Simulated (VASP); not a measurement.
Crystal: MoS2.

```xyz
3
Lattice="3.2275 0.0000 0.0000 -1.6137 2.7951 0.0000 0.0000 0.0000 6.3125" Properties=species:S:1:pos:R:3 pbc="T T T"
Mo    0.0000    0.0000    3.1562
S     0.0000    1.8634    1.6117
S     1.6137    0.9317    4.7008
```

Base run:

| Item | Value |
| --- | --- |
| Program | VASP 6.6.1 |
| Functional | LDA |
| Potentials or basis | VASP PAW LDA potentials, release 64 (Mo_sv, S) |
| Cutoff | 500 eV |
| k mesh | 7 × 7 × 3 |
| Occupations | fermi-dirac, width 0.1 eV |
| Spin | no spin polarisation |

Its results: band gap on the k mesh zero (bands 13 and 14 overlap by 0.61 eV); pressure -5.6 GPa; largest force 0.155 eV/Å.

The run is repeated on the same cell with these changes: occupations from fermi-dirac, width 0.1 eV to fermi-dirac, width 0.5 eV. What comes out?

Band gap on the k mesh zero (bands 13 and 14 overlap by 0.67 eV); pressure -3.2 GPa; largest force 0.052 eV/Å.

Caveats: the cell stands under tension; so wide a smearing shifts energies and pressures (at least some runs).
